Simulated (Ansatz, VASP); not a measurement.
## One calculation of Sr, two programs

```
Sr
1.0
    -2.49335    2.49335    2.29388
     2.49335   -2.49335    2.29388
     2.49335    2.49335   -2.29388
Sr
1
Direct
  0.00000 0.00000 0.00000
```

Alike in both runs: task single point; functional PBEsol; k mesh 16 × 16 × 16; occupations gaussian, width 0.15 eV; no spin polarisation.

|  | VASP | Ansatz |
| --- | --- | --- |
| version | VASP 6.6.1 | Ansatz 0.2.0 |
| potentials or method | VASP PAW PBE potentials, release 64 (Sr_sv), cutoff 520 eV | scalar-relativistic, plane waves, PAW |
| valence electrons in the cell | 10 | 10 |

|  | VASP | Ansatz | Ansatz less VASP |
| --- | --- | --- | --- |
| gap on the k mesh at the Fermi level (eV) | none | none | - |
| pressure (GPa) | -1.1 | -1.1 | -0.01 |
| traceless stress, the component that is largest in VASP (GPa) | 0.17 | 0.16 | -0.005 |

VASP's potentials were made for PBE, not for PBEsol. A gap of «none» marks a metal or a gap that the smearing closes.
